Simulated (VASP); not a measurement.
Write the native input for VASP 6.6.1 that does the following.

```yaml
Task: single point
Functional: PBE
Potentials_or_basis: VASP PAW PBE potentials, release 64 (Ag, Te, In_d)
Cutoff: 500 eV
k_mesh: 4 × 4 × 4
Occupations: fermi-dirac, width 0.02 eV
Spin: no spin polarisation
Dipole_correction: no
Further_INCAR_settings: ALGO = Normal; EDIFF = 1e-06; NBANDS = 46
```

The structure of InAgTe2 lies in POSCAR:

```
InAgTe2
1.0
   -3.2495328650      3.2495328650      6.4431505409
    3.2495328650     -3.2495328650      6.4431505409
    3.2495328650      3.2495328650     -6.4431505409
Ag Te In
2 4 2
Direct
    0.0000000000      0.0000000000      0.0000000000
    0.7500000000      0.2500000000      0.5000000000
    0.3750000000      0.3693298450      0.4943298450
    0.1193298450      0.6250000000     -0.0056701550
    0.8750000000      0.8806701550      0.5056701550
    0.6306701550      0.1250000000      0.0056701550
    0.5000000000      0.5000000000      0.0000000000
    0.2500000000      0.7500000000      0.5000000000
```

These files were run (other wordings do the same):

INCAR

```
PREC = Accurate
ENCUT = 500
EDIFF = 1E-6
ISMEAR = -1
SIGMA = 0.02
LREAL = F
LASPH = T
NELM = 120
ALGO = Normal
ISIF = 2
LWAVE = F
LCHARG = F
GGA = PE
NBANDS = 46
GGA_COMPAT = F
```

KPOINTS

```
regular mesh
0
Gamma
  4 4 4
```

Potentials or basis: VASP PAW PBE potentials, release 64 (Ag, Te, In_d).

Launch:

```sh
$ cat potpaw_PBE.64/Ag/POTCAR potpaw_PBE.64/Te/POTCAR potpaw_PBE.64/In_d/POTCAR > POTCAR
$ mpirun -np 1 vasp_std > vasp.out
```

It gave:

The pressure is 1.2 GPa. The largest force is 0.039 eV/Å. The band gap on the k mesh is 0.13 eV.

Caveat: semilocal functionals underestimate gaps, and a narrow one can read as zero; spin-orbit coupling is left out, which moves the levels of the heavy elements.

Wall time 2.2 min on 1 thread of Intel(R) Xeon(R) 6975P-C (Granite Rapids), with other jobs on the host, peak memory 0.53 GiB.
